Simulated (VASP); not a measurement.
# Hf (P6_3/mmc) in VASP: further runs, part 2 of 2

VASP 6.6.1. The steps go on from the part before.

## (4) Single point, PBEsol

This run uses another cell than the first one, of 19.97 Å³/atom, 1.120 times its volume.

File INCAR:

```
SYSTEM = Hf
PREC = Accurate ; ENCUT = 520
EDIFF = 1E-6 ; ISMEAR = -1
SIGMA = 0.05 ; LREAL = .False.
LASPH = .True. ; NELM = 100
ALGO = Fast ; ISIF = 2
LWAVE = .False. ; LCHARG = .False.
GGA = PS ; NBANDS = 17
```

File KPOINTS:

```
regular mesh
0
Gamma
  10 10 5
  0 0 0
```

File POSCAR:

```
Hf
1.0
    3.0754363414      0.0000000000      0.0000000000
   -1.5377181707      2.6634059994      0.0000000000
    0.0000000000      0.0000000000      4.8756964159
Hf
2
Direct
    0.6666666667      0.3333333333      0.7500000000
    0.3333333333      0.6666666667      0.2500000000
```

Potentials or basis: VASP PAW PBE potentials, release 64 (Hf_pv).

On the command line:

```
$ cat potpaw_PBE.64/Hf_pv/POTCAR > POTCAR
$ mpirun -np 1 vasp_std > vasp.out
```

OUTCAR:

```text
SYSTEM = Hf
   PREC = Accurate
   ENCUT = 520
   EDIFF = 1E-6
   ISMEAR = -1
   LREAL = .False.
   LASPH = .True.
   NELM = 100
   ISIF = 2
   GGA = PS

 ion  position               nearest neighbor table
   1  0.667  0.333  0.750-   2 3.02   2 3.02   2 3.02   2 3.02   2 3.02   2 3.02
   2  0.333  0.667  0.250-   1 3.02   1 3.02   1 3.02   1 3.02   1 3.02   1 3.02

  LATTYP: Found a hexagonal cell.
 ALAT       =     3.0754363414
 C/A-ratio  =     1.5853673673

  Lattice vectors:

 A1 = (   3.0754363414,   0.0000000000,   0.0000000000)
 A2 = (  -1.5377181707,   2.6634059994,   0.0000000000)
 A3 = (   0.0000000000,   0.0000000000,   4.8756964159)

Analysis of symmetry for initial positions (statically):
=====================================================================
 Subroutine PRICEL returns:
 Original cell was already a primitive cell.

 Routine SETGRP: Setting up the symmetry group for a
[... 158 lines left out ...]
 NGX is ok and might be reduce to    24
   NGX = 11   NGY = 11   NGZ = 19

 number of electron      20.0000007 magnetization

 Free energy of the ion-electron system (eV)
  ---------------------------------------------------
  ext. energy  EPLUGINS =         0.00000000
  ---------------------------------------------------
  free energy    TOTEN  =       -20.92629458 eV

  energy without entropy =      -20.91933753  energy(sigma->0) =      -20.92281605

 E-fermi :   5.5493     XC(G=0): -11.9221

 val. band max:        5.5216675368   @ k =   0.1000   0.0000   0.2000
 cond. band min:       5.5625457342   @ k =   0.0000   0.0000   0.4000
 fundamental gap:      0.0408781974
 Fermi energy:         5.5492849823

 k-point     1 :       0.0000    0.0000    0.0000
  band No.  band energies     occupation
      1     -25.4259      2.00000
      2     -24.3444      2.00000
      3     -24.3444      2.00000
      4     -24.1638      2.00000
      5     -24.1635      2.00000
      6     -24.1635      2.00000
[... 457 lines left out ...]
      4     -24.5949      2.00000
      5     -24.4523      2.00000
      6     -24.3536      2.00000
[... 9 lines left out ...]
     16      12.3030      0.00000
     17      13.3070      0.00000

 [... further k-points ...]
[... 5 lines left out ...]
  --------------------------------------------------------------------------------------
  -------------------------------------------------------------------------------------
  Total        2.4127865      2.4127865      2.3840736      0.0000000      0.0000000     -0.0000000
  in kB       96.7940588     96.7940588     95.6421797      0.0000000      0.0000000     -0.0000000
  external PRESSURE =      96.4100991 kB  Pullay stress =       0.0000000 kB

 VOLUME and BASIS-vectors are now :
 -----------------------------------------------------------------------------
  energy-cutoff  :      520.00
  volume of cell :       39.94
      direct lattice vectors                 reciprocal lattice vectors
     3.075436341  0.000000000  0.000000000     0.325157112  0.187729546  0.000000000
    -1.537718171  2.663405999  0.000000000     0.000000000  0.375459093  0.000000000
     0.000000000  0.000000000  4.875696416     0.000000000  0.000000000  0.205098906

 POSITION                                       TOTAL-FORCE (eV/Angst)
 -----------------------------------------------------------------------------------
      1.53772      0.88780      3.65677        -0.000000      0.000000      0.000000
     -0.00000      1.77560      1.21892         0.000000     -0.000000      0.000000
 -----------------------------------------------------------------------------------
    total drift:                               -0.000000      0.000000     -0.000000

  FREE ENERGIE OF THE ION-ELECTRON SYSTEM (eV)
  ---------------------------------------------------
  free  energy   TOTEN  =       -20.9262945769 eV

  energy  without entropy=      -20.9193375267  energy(sigma->0) =      -20.92281605
```

It took 65 s on 1 thread of AMD EPYC 7R13, shared host; peak memory 0.13 GiB.

What came out:

- Free energy: -20.9263 eV
- Pressure: 9.6 GPa
- Band gap on the k mesh: zero (band 10 reaches 6.76 eV, above the bottom of band 11 at 5.20 eV)

Caveat: the PAW data sets were made with another functional, which shifts forces and pressure a little; spin-orbit coupling is left out, which moves the levels of the heavy elements.

## (5) Single point, PBEsol

This run uses another cell than the first one, of 20.70 Å³/atom, 1.161 times its volume.

File INCAR:

```
ALGO = Normal
EDIFF = 1E-7
ENCUT = 520
GGA = PS
ISIF = 2
ISMEAR = -1
LASPH = True
LCHARG = False
LREAL = False
LWAVE = False
NBANDS = 17
NELM = 100
PREC = Accurate
SIGMA = 0.05
```

File KPOINTS:

```
k-points
0
Gamma
  10 10 5
```

File POSCAR:

```
Hf
1.0
    3.1145058887      0.0000000000      0.0000000000
   -1.5572529443      2.6972412198      0.0000000000
    0.0000000000      0.0000000000      4.9289117348
Hf
2
Direct
    0.6666666667      0.3333333333      0.7500000000
    0.3333333333      0.6666666667      0.2500000000
```

Potentials or basis: VASP PAW PBE potentials, release 64 (Hf_pv).

On the command line:

```
$ cat potpaw_PBE.64/Hf_pv/POTCAR > POTCAR
$ mpirun -np 1 vasp_std > vasp.out
```

OUTCAR:

```text
EDIFF = 1E-7
   ENCUT = 520
   GGA = PS
   ISIF = 2
   ISMEAR = -1
   LASPH = True
   LREAL = False
   NELM = 100
   PREC = Accurate

 ion  position               nearest neighbor table
   1  0.667  0.333  0.750-   2 3.05   2 3.05   2 3.05   2 3.05   2 3.05   2 3.05
   2  0.333  0.667  0.250-   1 3.05   1 3.05   1 3.05   1 3.05   1 3.05   1 3.05

  LATTYP: Found a hexagonal cell.
 ALAT       =     3.1145058887
 C/A-ratio  =     1.5825661954

  Lattice vectors:

[... 193 lines left out ...]
      5     -24.5611      2.00000
      6     -24.5611      2.00000
[... 457 lines left out ...]
      4     -24.9459      2.00000
      5     -24.8194      2.00000
      6     -24.7299      2.00000
[... 9 lines left out ...]
     16      11.7741      0.00000
     17      12.7070      0.00000

 [... further k-points ...]
[... 5 lines left out ...]
  --------------------------------------------------------------------------------------
  -------------------------------------------------------------------------------------
  Total        1.2032145      1.2032145      1.1737964      0.0000000      0.0000000     -0.0000000
  in kB       46.5579288     46.5579288     45.4196073      0.0000000      0.0000000     -0.0000000
  external PRESSURE =      46.1784883 kB  Pullay stress =       0.0000000 kB

 VOLUME and BASIS-vectors are now :
 -----------------------------------------------------------------------------
  energy-cutoff  :      520.00
  volume of cell :       41.41
      direct lattice vectors                 reciprocal lattice vectors
     3.114505889  0.000000000  0.000000000     0.321078218  0.185374595  0.000000000
    -1.557252944  2.697241220  0.000000000     0.000000000  0.370749191  0.000000000
     0.000000000  0.000000000  4.928911735     0.000000000  0.000000000  0.202884542

 POSITION                                       TOTAL-FORCE (eV/Angst)
 -----------------------------------------------------------------------------------
      1.55725      0.89908      3.69668        -0.000000     -0.000000      0.000000
     -0.00000      1.79816      1.23223         0.000000      0.000000      0.000000
 -----------------------------------------------------------------------------------
    total drift:                                0.000000     -0.000000      0.000000

  FREE ENERGIE OF THE ION-ELECTRON SYSTEM (eV)
  ---------------------------------------------------
  free  energy   TOTEN  =       -20.9912649053 eV

  energy  without entropy=      -20.9834267366  energy(sigma->0) =      -20.98734582
```

Run time: 56 s. Hardware: 1 thread of AMD EPYC 7R13, shared host; peak memory 0.14 GiB.

Results:

```
Free energy            : -20.9913 eV
Pressure               : 4.6 GPa
Band gap on the k mesh : zero (band 10 reaches 6.49 eV, above the bottom of band 11 at 4.94 eV)
```

Stress tensor (GPa, compression positive):
```
4.66 0.00 0.00
0.00 4.66 0.00
0.00 0.00 4.54
```

Caveat: the PAW data sets were made with another functional, which shifts forces and pressure a little; spin-orbit coupling is left out, which moves the levels of the heavy elements.

## (6) Summary

```csv
cell,gap on the mesh (eV),pressure (GPa)
"a = 2.952, b = 2.952, c = 4.725 Å, angles 90.0, 90.0, 120.0°, 2 atoms",none,29.6
"a = 3.009, b = 3.009, c = 4.792 Å, angles 90.0, 90.0, 120.0°, 2 atoms",none,19.6
"a = 3.075, b = 3.075, c = 4.876 Å, angles 90.0, 90.0, 120.0°, 2 atoms",none,9.6
"a = 3.115, b = 3.115, c = 4.929 Å, angles 90.0, 90.0, 120.0°, 2 atoms",none,4.6
```

Alike in all rows: task single point; level PBEsol; potentials or basis VASP PAW PBE potentials, release 64 (Hf_pv); no spin polarisation; k mesh 10 × 10 × 5; cutoff (eV) 520; smearing fermi-dirac 0.05 eV.

Caveats: the PAW data sets were made with another functional, which shifts forces and pressure a little; spin-orbit coupling is left out, which moves the levels of the heavy elements.

Total energies depend on the potentials used, so only differences within one code and one set of settings carry meaning.
